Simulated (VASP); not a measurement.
# Cs (Im-3m) in VASP: further runs

The runs below take Cs through single point, relaxation of cell and atoms, with revPBE.

All numbers are computed with VASP 6.6.1; they aren't measurements. Logs are shortened: lines on timing, memory, paths and dates and some standing lists are left out, and cuts for length are marked.

## 1. The cell of the first run

The structure is cubic, space group Im-3m (No. 229). The conventional cell has a = 6.363 Å, b = 6.363 Å, c = 6.363 Å, α = 90.00°, β = 90.00°, γ = 90.00°.

## 2. Single point, revPBE

Input file INCAR:

```
PREC = Accurate
ENCUT = 520
EDIFF = 1E-6
ISMEAR = -1
SIGMA = 0.1
LREAL = F
LASPH = T
NELM = 80
ALGO = Normal
ISIF = 2
LWAVE = F
LCHARG = F
GGA = RE
NBANDS = 10
```

Input file KPOINTS:

```
regular mesh
0
Gamma
  12 12 12
```

Input file POSCAR:

```
Cs
1.0
   -3.1815193237      3.1815193237      3.1815193237
    3.1815193237     -3.1815193237      3.1815193237
    3.1815193237      3.1815193237     -3.1815193237
Cs
1
Direct
    0.0000000000      0.0000000000      0.0000000000
```

Potentials or basis: VASP PAW PBE potentials, release 64 (Cs_sv).

Launch:

```bash
$ cat potpaw_PBE.64/Cs_sv/POTCAR > POTCAR
$ mpirun -np 1 vasp_std > vasp.out
```

OUTCAR:

```text
PREC = Accurate
   ENCUT = 520
   EDIFF = 1E-6
   ISMEAR = -1
   LREAL = F
   LASPH = T
   NELM = 80
   ISIF = 2
   GGA = RE

 ion  position               nearest neighbor table
   1  0.000  0.000  0.000-

  LATTYP: Found a body centered cubic cell.
 ALAT       =     6.3630386474

  Lattice vectors:

 A1 = (  -3.1815193237,   3.1815193237,   3.1815193237)
 A2 = (   3.1815193237,  -3.1815193237,   3.1815193237)
 A3 = (   3.1815193237,   3.1815193237,  -3.1815193237)

Analysis of symmetry for initial positions (statically):
=====================================================================
 Subroutine PRICEL returns:
 Original cell was already a primitive cell.

 Routine SETGRP: Setting up the symmetry group for a
 body centered cubic supercell.

 Subroutine GETGRP returns: Found 48 space group operations
 (whereof 48 operations were pure point group operations)
 out of a pool of 48 trial point group operations.

The static configuration has the point symmetry O_h .

Analysis of symmetry for dynamics (positions and initial velocities):
=====================================================================
 Subroutine PRICEL returns:
 Original cell was already a primitive cell.

 Routine SETGRP: Setting up the symmetry group for a
 body centered cubic supercell.

 Subroutine GETGRP returns: Found 48 space group operations
 (whereof 48 operations were pure point group operations)
 out of a pool of 48 trial point group operations.

The dynamic configuration has the point symmetry O_h .

 Subroutine INISYM returns: Found 48 space group operations
 (whereof 48 operations are pure point group operations),
 and found     1 'primitive' translations

----------------------------------------------------------------------------------------

                                     Primitive cell

  volume of cell :     128.8142

  direct lattice vectors                    reciprocal lattice vectors
    -3.181519324  3.181519324  3.181519324     0.000000000  0.157157618  0.157157618
     3.181519324 -3.181519324  3.181519324     0.157157618  0.000000000  0.157157618
     3.181519324  3.181519324 -3.181519324     0.157157618  0.157157618  0.000000000

  length of vectors
     5.510553114  5.510553114  5.510553114     0.222254435  0.222254435  0.222254435

  position of ions in fractional coordinates (direct lattice)
     0.000000000  0.000000000  0.000000000

  ion indices of the primitive-cell ions
   primitive index   ion index
                 1           1

----------------------------------------------------------------------------------------

 KPOINTS: regular mesh

Automatic generation of k-mesh.
 Grid dimensions read from file:
 generate k-points for:   12   12   12

 Generating k-lattice:

  Cartesian coordinates                     Fractional coordinates (reciprocal lattice)
     0.000000000  0.013096468  0.013096468     0.083333333  0.000000000  0.000000000
     0.013096468  0.000000000  0.013096468     0.000000000  0.083333333  0.000000000
     0.013096468  0.013096468  0.000000000     0.000000000  0.000000000  0.083333333

  Length of vectors
     0.018521203  0.018521203  0.018521203

  Shift w.r.t. Gamma in fractional coordinates (k-lattice)
     0.000000000  0.000000000  0.000000000

 Subroutine IBZKPT returns following result:
 ===========================================

 Found     72 irreducible k-points:

 Following reciprocal coordinates:
            Coordinates               Weight
  0.000000  0.000000  0.000000      1.000000
  0.083333  0.000000  0.000000     12.000000
  0.166667  0.000000  0.000000     12.000000
  0.250000  0.000000  0.000000     12.000000
  0.333333  0.000000  0.000000     12.000000
  0.416667  0.000000  0.000000     12.000000
[... 16 lines left out ...]
  0.333333  0.083333  0.083333     24.000000
  0.416667  0.083333  0.083333     12.000000
 [... further k-points ...]
   k-points           NKPTS =     72   k-points in BZ     NKDIM =     72   number of bands    NBANDS=     10
   number of dos      NEDOS =    301   number of ions     NIONS =      1
   total plane-waves  NPLWV =  74088
   dimension x,y,z NGX =    42 NGY =   42 NGZ =   42
   dimension x,y,z NGXF=    84 NGYF=   84 NGZF=   84
   ions per type =               1
   NGX,Y,Z   is equivalent  to a cutoff of  12.67, 12.67, 12.67 a.u.
   NGXF,Y,Z  is equivalent  to a cutoff of  25.34, 25.34, 25.34 a.u.
 SYSTEM =  unknown system
   PREC   = accura    normal or accurate (medium, high low for compatibility)
   ISTART =      0    job   : 0-new  1-cont  2-samecut
   ICHARG =      2    charge: 1-file 2-atom 10-const
   ISPIN  =      1    spin polarized calculation?
   LNONCOLLINEAR =      F non collinear calculations
   LSORBIT =      F    spin-orbit coupling
   LASPH  =      T    aspherical Exc in radial PAW
   ENCUT  =  520.0 eV  38.22 Ry    6.18 a.u.  10.25 10.25 10.25*2*pi/ulx,y,z
   NELM   =     80;   NELMIN=  2; NELMDL= -5     # of ELM steps
   EDIFF  = 0.1E-05   stopping-criterion for ELM
   LREAL  =      F    real-space projection
   EDIFFG = 0.1E-04   stopping-criterion for IOM
   NSW    =      0    number of steps for IOM
   IBRION =     -1    ionic relax: 0-MD 1-quasi-New 2-CG
   NFREE  =      0    steps in history (QN), initial steepest desc. (CG)
   ISIF   =      2    stress and relaxation
   ISYM   =      2    0-nonsym 1-usesym 2-fastsym
   POTIM  = 0.5000    time-step for ionic-motion
   TEBEG  =    0.0;   TEEND  =   0.0 temperature during run
   PSTRESS=    0.0 pullay stress
   NELECT =       9.0000    total number of electrons
   NUPDOWN=      -1.0000    fix difference up-down
   EMIN   =  10.00;   EMAX   =-10.00  energy-range for DOS
   EFERMI =   0.00;   METHOD = LEGACY
   ISMEAR =    -1;   SIGMA  =   0.10  broadening in eV -4-tet -1-fermi 0-gaus
   EFERMI_NEDOS =   21; number of points for ismear=-14 and -15
   IALGO  =     38    algorithm
   IMIX   =      4    mixing-type and parameters
     AMIX     =   0.40;   BMIX     =  1.00
     AMIX_MAG =   1.60;   BMIX_MAG =  1.00
  volume/ion in A,a.u.               =     128.81       869.28
  Fermi-wavevector in a.u.,A,eV,Ry     =   0.674271  1.274187  6.185770  0.454641
  Thomas-Fermi vector in A             =   1.750939
   LORBIT       =      0    0 simple, 1 ext, 2 COOP (PROOUT), +10 PAW based schemes
   GGA     = RE    functional components
   LHFCALC =     F    Hartree Fock is set to
   AEXX    =    0.0000 exact exchange contribution
   IVDW    =     0    specifies the selected vdW correction
   LEPSILON=     F    determine dielectric tensor
   LRPA    =     F    only Hartree local field effects (RPA)
 non-spin polarized calculation
  energy-cutoff  :      520.00
  volume of cell :      128.81
 maximum number of plane-waves:      3488
 NGX is ok and might be reduce to    42
   NGX = 21   NGY = 21   NGZ = 21

 number of electron       8.9999998 magnetization

 Free energy of the ion-electron system (eV)
  ---------------------------------------------------
  ext. energy  EPLUGINS =         0.00000000
  ---------------------------------------------------
  free energy    TOTEN  =        -0.77361104 eV

  energy without entropy =       -0.73197606  energy(sigma->0) =       -0.75279355

 E-fermi :   0.2913     XC(G=0):  -5.0191

 val. band max:        0.2664498805   @ k =   0.3333   0.0833   0.0833
 cond. band min:       0.2998117820   @ k =  -0.3333   0.4167   0.1667
 fundamental gap:      0.0333619016
 Fermi energy:         0.2913438720

 k-point     1 :       0.0000    0.0000    0.0000
  band No.  band energies     occupation
      1     -23.6805      2.00000
      2     -10.4488      2.00000
      3     -10.4488      2.00000
      4     -10.4488      2.00000
      5      -1.2585      2.00000
      6       2.7515      0.00000
      7       2.7515      0.00000
      8       2.7515      0.00000
      9       3.5098      0.00000
     10       3.5098      0.00000

 k-point     2 :       0.0833    0.0000    0.0000
  band No.  band energies     occupation
      1     -23.6803      2.00000
      2     -10.4549      2.00000
      3     -10.4508      2.00000
      4     -10.4488      2.00000
      5      -1.1901      2.00000
      6       2.6726      0.00000
      7       2.6816      0.00000
      8       2.8187      0.00000
      9       3.3882      0.00000
     10       3.4959      0.00000

 k-point     3 :       0.1667    0.0000    0.0000
  band No.  band energies     occupation
      1     -23.6796      2.00000
      2     -10.4716      2.00000
      3     -10.4564      2.00000
      4     -10.4487      2.00000
      5      -0.9905      1.99999
      6       2.4033      0.00000
      7       2.4881      0.00000
      8       3.0182      0.00000
      9       3.3107      0.00000
     10       3.4792      0.00000

 k-point     4 :       0.2500    0.0000    0.0000
  band No.  band energies     occupation
      1     -23.6786      2.00000
      2     -10.4941      2.00000
      3     -10.4640      2.00000
      4     -10.4487      2.00000
      5      -0.6764      1.99987
      6       2.0024      0.00000
      7       2.2835      0.00000
      8       3.3442      0.00000
      9       3.3762      0.00000
     10       3.5049      0.00000

 k-point     5 :       0.3333    0.0000    0.0000
  band No.  band energies     occupation
      1     -23.6777      2.00000
      2     -10.5163      2.00000
      3     -10.4716      2.00000
      4     -10.4487      2.00000
      5      -0.2796      1.99339
      6       1.6067      0.00000
      7       2.1131      0.00000
      8       3.4389      0.00000
      9       3.6024      0.00000
     10       3.7856      0.00000

 k-point     6 :       0.4167    0.0000    0.0000
  band No.  band energies     occupation
      1     -23.6770      2.00000
      2     -10.5323      2.00000
      3     -10.4771      2.00000
      4     -10.4486      2.00000
      5       0.1393      1.64112
      6       1.2474      0.00014
      7       2.0033      0.00000
      8       3.3917      0.00000
      9       3.7750      0.00000
     10       4.3200      0.00000
[... 183 lines left out ...]
 k-point    21 :       0.1667    0.0833    0.0833
  band No.  band energies     occupation
      1     -23.6784      2.00000
      2     -10.5010      2.00000
      3     -10.4614      2.00000
      4     -10.4537      2.00000
      5      -0.5529      1.99957
      6       1.9457      0.00000
      7       2.0757      0.00000
      8       3.4742      0.00000
      9       3.4831      0.00000
     10       3.5907      0.00000

 k-point    22 :       0.2500    0.0833    0.0833
  band No.  band energies     occupation
      1     -23.6775      2.00000
      2     -10.5171      2.00000
      3     -10.4714      2.00000
      4     -10.4540      2.00000
      5      -0.1587      1.97804
      6       1.6000      0.00000
      7       1.9233      0.00000
      8       3.5256      0.00000
      9       3.7166      0.00000
     10       3.7926      0.00000

 k-point    23 :       0.3333    0.0833    0.0833
  band No.  band energies     occupation
      1     -23.6769      2.00000
      2     -10.5281      2.00000
      3     -10.4794      2.00000
      4     -10.4543      2.00000
      5       0.2664      1.12383
      6       1.2677      0.00011
      7       1.8301      0.00000
      8       3.4206      0.00000
      9       3.8538      0.00000
     10       4.0517      0.00000

 k-point    24 :       0.4167    0.0833    0.0833
  band No.  band energies     occupation
      1     -23.6767      2.00000
      2     -10.5320      2.00000
      3     -10.4825      2.00000
      4     -10.4544      2.00000
      5       0.5347      0.16128
      6       1.0480      0.00103
      7       1.7988      0.00000
      8       3.3235      0.00000
      9       3.9369      0.00000
     10       4.1656      0.00000

 [... further k-points ...]

------------------------ aborting loop because EDIFF is reached ----------------------------------------

  FORCE on cell =-STRESS in cart. coord.  units (eV):
  Direction    XX          YY          ZZ          XY          YZ          ZX
  --------------------------------------------------------------------------------------
  -------------------------------------------------------------------------------------
  Total        0.0033478      0.0033478      0.0033478     -0.0000000      0.0000000     -0.0000000
  in kB        0.0416393      0.0416393      0.0416393     -0.0000000      0.0000000     -0.0000000
  external PRESSURE =       0.0416393 kB  Pullay stress =       0.0000000 kB

 VOLUME and BASIS-vectors are now :
 -----------------------------------------------------------------------------
  energy-cutoff  :      520.00
  volume of cell :      128.81
      direct lattice vectors                 reciprocal lattice vectors
    -3.181519324  3.181519324  3.181519324     0.000000000  0.157157618  0.157157618
     3.181519324 -3.181519324  3.181519324     0.157157618  0.000000000  0.157157618
     3.181519324  3.181519324 -3.181519324     0.157157618  0.157157618  0.000000000

 POSITION                                       TOTAL-FORCE (eV/Angst)
 -----------------------------------------------------------------------------------
      0.00000      0.00000      0.00000         0.000000      0.000000     -0.000000
 -----------------------------------------------------------------------------------
    total drift:                               -0.000000      0.000000     -0.000000

  FREE ENERGIE OF THE ION-ELECTRON SYSTEM (eV)
  ---------------------------------------------------
  free  energy   TOTEN  =        -0.7736110446 eV

  energy  without entropy=       -0.7319760569  energy(sigma->0) =       -0.75279355
```

Run time: 2 min. Hardware: 1 thread of Intel Xeon 8259CL, shared host; peak memory 0.29 GiB.

What came out:

```
Free energy            : -0.7736 eV
Pressure               : 0.0 GPa
Band gap on the k mesh : zero (an odd number of electrons rules out a gap without spin polarisation)
```

Levels at points of the mesh, in eV from the Fermi level:
```csv
k point,band 1,band 2,band 3,band 4,band 5,band 6,band 7,band 8,band 9
"(0.00, 0.00, 0.00)",-23.97,-10.74,-10.74,-10.74,-1.55,2.46,2.46,2.46,3.22
"(0.50, 0.00, 0.00)",-23.97,-10.83,-10.77,-10.74,0.10,0.74,1.67,3.04,3.63
"(0.50, 0.50, 0.50)",-23.97,-10.80,-10.80,-10.80,0.73,0.73,2.75,2.75,2.75
```

Caveat: the PAW data sets were made with another functional, which shifts forces and pressure a little; spin-orbit coupling is left out, which moves the levels of the heavy elements.

(Part 1 of 2 ends here.)
